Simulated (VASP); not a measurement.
# Cd3Se (I4/mmm) in VASP: settings compared, part 2 of 2

VASP 6.6.1. Earlier steps stand in the parts before.

**5. Relaxation of cell and atoms, PBEsol**

This run uses another cell than the first one, of 25.36 Å³/atom.

INCAR

```
  ALGO = Normal
  EDIFF = 1E-6
  EDIFFG = -0.01
  ENCUT = 600
  GGA = PS
  IBRION = 2
  ISIF = 3
  ISMEAR = -1
  LASPH = T
  LCHARG = F
  LREAL = F
  LWAVE = F
  NELM = 80
  NSW = 60
  PREC = Accurate
  SIGMA = 0.05
```

KPOINTS

```
k-points
0
Gamma
  9 9 9
```

POSCAR

```
Cd3Se
1.0
   -2.0409530000      2.0409530000      6.0870800000
    2.0409530000     -2.0409530000      6.0870800000
    2.0409530000      2.0409530000     -6.0870800000
Cd Se
3 1
Direct
    0.5000000000      0.5000000000      0.0000000000
    0.2500000000      0.7500000000      0.5000000000
    0.7500000000      0.2500000000      0.5000000000
    0.0000000000      0.0000000000      0.0000000000
```

Potentials or basis: VASP PAW PBE potentials, release 64 (Cd, Se).

Command:

```bash
$ cat potpaw_PBE.64/Cd/POTCAR potpaw_PBE.64/Se/POTCAR > POTCAR
$ mpirun -np 1 vasp_std > vasp.out
```

OUTCAR:

```text
EDIFF = 1E-6
   EDIFFG = -0.01
   ENCUT = 600
   GGA = PS
   IBRION = 2
   ISIF = 3
   ISMEAR = -1
   LASPH = T
   LREAL = F
   NELM = 80
   NSW = 60
   PREC = Accurate

 ion  position               nearest neighbor table
   1  0.500  0.500  0.000-   4 2.89   4 2.89   4 2.89   4 2.89   3 3.66   2 3.66   3 3.66   3 3.66
                             2 3.66   2 3.66   3 3.66   2 3.66
   2  0.250  0.750  0.500-   3 2.89   3 2.89   3 2.89   3 2.89   1 3.66   1 3.66   1 3.66   1 3.66

   3  0.750  0.250  0.500-   2 2.89   2 2.89   2 2.89   2 2.89   1 3.66   1 3.66   1 3.66   1 3.66

   4  0.000  0.000  0.000-   1 2.89   1 2.89   1 2.89   1 2.89

  LATTYP: Found a body centered tetragonal cell.
 ALAT       =     4.0819060000
 C/A-ratio  =     2.9824694640

  Lattice vectors:

 A1 = (  -2.0409530000,   2.0409530000,   6.0870800000)
 A2 = (   2.0409530000,  -2.0409530000,   6.0870800000)
 A3 = (   2.0409530000,   2.0409530000,  -6.0870800000)

[... 491 lines left out ...]
  energy without entropy =       -7.52659926  energy(sigma->0) =       -7.52995374

 E-fermi :   2.5784     XC(G=0): -10.5792

 val. band max:        2.5027483516   @ k =  -0.1111  -0.3333   0.1111
 cond. band min:       2.5785657822   @ k =   0.3333   0.3333   0.1111
 fundamental gap:      0.0758174307
 Fermi energy:         2.5783904746

 k-point     1 :       0.0000    0.0000    0.0000
  band No.  band energies     occupation
      1     -10.7965      2.00000
      2      -7.2134      2.00000
      3      -6.9439      2.00000
      4      -6.7806      2.00000
      5      -6.2926      2.00000
      6      -6.2926      2.00000
[... 661 lines left out ...]
     24       3.3640      0.00000
     25       5.5673      0.00000

 [... further k-points ...]

------------------------ aborting loop because EDIFF is reached ----------------------------------------

  FORCE on cell =-STRESS in cart. coord.  units (eV):
  Direction    XX          YY          ZZ          XY          YZ          ZX
  --------------------------------------------------------------------------------------
  -------------------------------------------------------------------------------------
  Total       -0.0032215     -0.0032215      0.0045043      0.0000000      0.0000000      0.0000000
  in kB       -0.0556755     -0.0556755      0.0778457      0.0000000      0.0000000      0.0000000
  external PRESSURE =      -0.0111685 kB  Pullay stress =       0.0000000 kB
[... 19 lines left out ...]
  FREE ENERGIE OF THE ION-ELECTRON SYSTEM (eV)
  ---------------------------------------------------
  free  energy   TOTEN  =        -7.5333082163 eV

  energy  without entropy=       -7.5265992619  energy(sigma->0) =       -7.52995374

 reached required accuracy - stopping structural energy minimisation
```

OSZICAR:

```text
N       E                     dE             d eps       ncg     rms          rms(c)
DAV:   1     0.318450488843E+03    0.31845E+03   -0.23324E+04  3750   0.178E+03
DAV:   2     0.659160570950E+01   -0.31186E+03   -0.30595E+03  3813   0.420E+02
DAV:   3    -0.799369917035E+01   -0.14585E+02   -0.14282E+02  4378   0.874E+01
[... 71 lines left out ...]
DAV:   1    -0.753391083676E+01   -0.62721E-03   -0.13537E-02  3953   0.122E+00    0.176E-01
DAV:   2    -0.753336846171E+01    0.54238E-03   -0.16536E-03  3774   0.455E-01    0.567E-02
DAV:   3    -0.753332197438E+01    0.46487E-04   -0.11494E-04  4043   0.931E-02    0.459E-02
DAV:   4    -0.753330902943E+01    0.12945E-04   -0.10804E-05  3825   0.226E-02    0.566E-03
DAV:   5    -0.753330821628E+01    0.81315E-06   -0.12273E-06  1967   0.105E-02
   9 F= -.75333082E+01 E0= -.75299537E+01  d E =-.111562E-04
```

CONTCAR:

```text
Cd3Se
   1.00000000000000
    -1.9867611668841410    1.9867611668841410    5.8715206847283419
     1.9867611668841410   -1.9867611668841410    5.8715206847283419
     1.9867611668841410    1.9867611668841410   -5.8715206847283419
  Cd              Se
     3     1
Direct
     0.5000000000000000    0.5000000000000000    0.0000000000000000
     0.2500000000000000    0.7500000000000000    0.5000000000000000
     0.7500000000000000    0.2500000000000000    0.5000000000000000
     0.0000000000000000    1.0000000000000000    0.0000000000000000

  0.00000000E+00  0.00000000E+00  0.00000000E+00
  0.00000000E+00  0.00000000E+00  0.00000000E+00
  0.00000000E+00  0.00000000E+00  0.00000000E+00
  0.00000000E+00  0.00000000E+00  0.00000000E+00
```

Wall time 20 min (1 thread of Intel Xeon 6975P-C (Granite Rapids), shared host); peak memory 0.54 GiB.

Results:

| Item | Value |
| --- | --- |
| Free energy | -7.5333 eV |
| Relaxed volume | 23.18 Å³/atom |
| Relaxed cell | a = 6.509 Å, b = 6.509 Å, c = 6.509 Å, α = 144.46°, β = 144.46°, γ = 51.15° |
| Space group after relaxing (to 0.1 Å) | I4/mmm (No. 139) |
| Energy gained by relaxing | 25.6 meV/atom |
| Ionic steps | 9 |
| Pressure after relaxing | 0.0 GPa |
| Band gap on the k mesh | zero (bands 21 and 22 overlap by 1.67 eV) |

Step by step:
```csv
step,energy change (eV),largest force (eV/Å),pressure (GPa),volume (Å³)
1,0.0000,0.0000,-3.56,101.42
2,-0.0954,0.0000,0.33,93.37
3,-0.0966,0.0000,-0.11,94.11
4,-0.0966,0.0000,-0.21,94.26
5,-0.0991,0.0000,-0.18,93.88
6,-0.1021,0.0000,-0.07,92.97
7,-0.1022,0.0000,-0.06,92.77
8,-0.1022,0.0000,0.07,92.60
9,-0.1022,0.0000,0.00,92.70
```

Final structure:
```
CELL_PARAMETERS angstrom
-1.98676 1.98676 5.87152
1.98676 -1.98676 5.87152
1.98676 1.98676 -5.87152
ATOMIC_POSITIONS crystal
Cd 0.50000 0.50000 0.00000
Cd 0.25000 0.75000 0.50000
Cd 0.75000 0.25000 0.50000
Se 0.00000 0.00000 0.00000
```

Caveat: the PAW data sets were made with another functional, which shifts forces and pressure a little.

**6. Summary**

```tsv
task	level	cell	cutoff (eV)	gap on the mesh (eV)	pressure (GPa)
single point	PBEsol+D4	a = 6.364 Å, angles 143.9, 143.9, 52.0°, 4 atoms	520	none	0.4
single point	PBEsol	a = 6.514 Å, angles 144.6, 144.6, 51.0°, 4 atoms	520	none	0.4
single point	PBEsol+D3(BJ)	a = 6.737 Å, angles 144.7, 144.7, 50.7°, 4 atoms	520	none	-5.7
relaxation of cell and atoms	PBEsol	relaxed from a = 6.737 Å, angles 144.7, 144.7, 50.7°, 4 atoms	600	none	0.0
```

Alike in all rows: potentials or basis VASP PAW PBE potentials, release 64 (Cd, Se); no spin polarisation; k mesh 9 × 9 × 9; smearing fermi-dirac 0.05 eV.

Caveats: the PAW data sets were made with another functional, which shifts forces and pressure a little; three body term missing (at least some runs); the cell stands under tension (at least some runs).

Total energies depend on the potentials used, so only differences within one code and one set of settings carry meaning.
